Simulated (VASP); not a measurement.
A run of VASP 6.6.1:

The input INCAR:

```
SYSTEM = Ag
PREC = Accurate
ENCUT = 520
EDIFF = 1E-6
ISMEAR = 0
SIGMA = 0.1
LREAL = .FALSE.
LASPH = .TRUE.
NELM = 80
ALGO = Fast
ISIF = 2
LWAVE = .FALSE.
LCHARG = .FALSE.
GGA = PE
NBANDS = 54
```

Contents of KPOINTS:

```
regular mesh
0
G
  4 4 4
  0 0 0
```

File POSCAR:

```
Ag
1.0
    5.2892060409      0.0000000000      0.0000000000
    0.0000000000      5.2892060409      0.0000000000
    0.0000000000      0.0000000000      5.2892060409
Ag
8
Direct
    0.5000000000      0.5000000000      0.5000000000
    0.0000000000      0.0000000000      0.0000000000
    0.2500000000      0.0000000000      0.5000000000
    0.5000000000      0.2500000000      0.0000000000
    0.5000000000      0.7500000000      0.0000000000
    0.7500000000      0.0000000000      0.5000000000
    0.0000000000      0.5000000000      0.7500000000
    0.0000000000      0.5000000000      0.2500000000
```

Potentials or basis: VASP PAW PBE potentials, release 64 (Ag).

The run is started by

```console
$ cat potpaw_PBE.64/Ag/POTCAR > POTCAR
$ mpirun -np 1 vasp_std > vasp.out
```

Hardware: 1 thread of Intel(R) Xeon(R) Platinum 8259CL CPU @ 2.50GHz (Skylake/Cascade Lake), with other jobs on the host.

Problem. How long does it take, and how much memory?

Solution. Run time: 65 s on 1 thread of Intel(R) Xeon(R) Platinum 8259CL CPU @ 2.50GHz (Skylake/Cascade Lake), with other jobs on the host, peak memory 0.25 GiB. Counts: scf iterations 13, k points 10.
